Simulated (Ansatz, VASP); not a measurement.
## Two plane-wave programs on NbH2

Contents of POSCAR:

```
NbH2
1.0
    0.0000000000      2.2815000000      2.2815000000
    2.2815000000      0.0000000000      2.2815000000
    2.2815000000      2.2815000000      0.0000000000
Nb H
1 2
Direct
    0.0000000000      0.0000000000      0.0000000000
    0.2390422967      0.2390422967      0.2609577033
    0.7390422967      0.7390422967      0.7609577033
```

INCAR.step1

```
PREC = Accurate ; ENCUT = 520
ISMEAR = 0 ; SIGMA = 0.15
LREAL = False ; LASPH = True
NELM = 60 ; NBANDS = 14
GGA = PE ; ALGO = Normal
EDIFF = 1E-4 ; LWAVE = True
LCHARG = False
```

File INCAR.step2:

```
PREC = Accurate ; ENCUT = 520
EDIFF = 1E-7 ; ISMEAR = 0
SIGMA = 0.15 ; LREAL = False
LASPH = True ; NELM = 60
ALGO = Normal ; ISIF = 2
LWAVE = False ; LCHARG = False
METAGGA = R2SCAN ; LMIXTAU = True
NBANDS = 14 ; ISTART = 1
```

Contents of KPOINTS:

```
Automatic mesh
0
Gamma
  18 18 18
```

Input for Ansatz:

```yaml
crystal:
  lattice:
    - [0.0, 2.2815, 2.2815]
    - [2.2815, 0.0, 2.2815]
    - [2.2815, 2.2815, 0.0]
  atoms:
    - { symbol: Nb, position: [0.0, 0.0, 0.0] }
    - { symbol: H, position: [0.2390422967, 0.2390422967, 0.2609577033] }
    - { symbol: H, position: [0.7390422967, 0.7390422967, 0.7609577033] }
basis:
  ecutwfc: 500
kpoints:
  mp_grid: { grid: [18, 18, 18] }
hamiltonian:
  xc: r2scan
scf:
  occupations: { method: gaussian, width: 0.15 }
output:
  forces: true
  stress: true
  eigenvalues: true
```

Change from the starting cell: all H atoms moved +0.050 Å, as atom 2 towards its neighbour atom 3 (H) at 2.281 Å.

Alike in both runs: task single point; functional r2SCAN; k mesh 18 × 18 × 18; occupations gaussian, width 0.15 eV; no spin polarisation.

|  | VASP | Ansatz |
| --- | --- | --- |
| version | VASP 6.6.1 | Ansatz 0.2.0 |
| potentials or method | VASP PAW PBE potentials, release 64 (Nb_sv, H), cutoff 520 eV | scalar-relativistic, plane waves, PAW |
| valence electrons in the cell | 15 | 15 |

```csv
,VASP,Ansatz,Ansatz less VASP
gap on the k mesh at the Fermi level (eV),none,none,-
pressure (GPa),-2.0,-1.7,+0.29
"traceless stress, the component that is largest in VASP (GPa)",-0.14,-0.15,-0.002
rms of the force components (eV/Å),0.160,0.160,+0.0004
```

VASP's potentials were made for PBE, not for r2SCAN. Atom by atom the forces differ by 0.000 eV/Å (rms over components). A gap of «none» marks a metal or a gap that the smearing closes.
